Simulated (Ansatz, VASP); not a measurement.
**Two plane-wave programs on Tl**

```
CELL_PARAMETERS angstrom
-1.89247 1.89247 1.94100
1.89247 -1.89247 1.94100
1.89247 1.89247 -1.94100
ATOMIC_POSITIONS crystal
Tl 0.00000 0.00000 0.00000
```

Change from the starting cell: strain -0.025 along x and y, +0.000 along z, atoms carried along.

Alike in both runs: task single point; functional r2SCAN; k mesh 18 × 18 × 18; occupations gaussian, width 0.15 eV; no spin polarisation.

|  | VASP | Ansatz |
| --- | --- | --- |
| version | VASP 6.6.1 | Ansatz 0.2.0 |
| potentials or method | VASP PAW PBE potentials, release 64 (Tl_d), cutoff 520 eV | scalar-relativistic, plane waves, PAW |
| valence electrons in the cell | 13 | 13 |

|  | VASP | Ansatz | Ansatz less VASP |
| --- | --- | --- | --- |
| gap on the k mesh at the Fermi level (eV) | none | none | - |
| pressure (GPa) | 3.0 | 3.0 | +0.03 |
| traceless stress, the component that is largest in VASP (GPa) | -0.28 | -0.28 | 0.000 |

VASP's potentials were made for PBE, not for r2SCAN. A gap of «none» marks a metal or a gap that the smearing closes.

Neither program's run includes spin-orbit coupling.
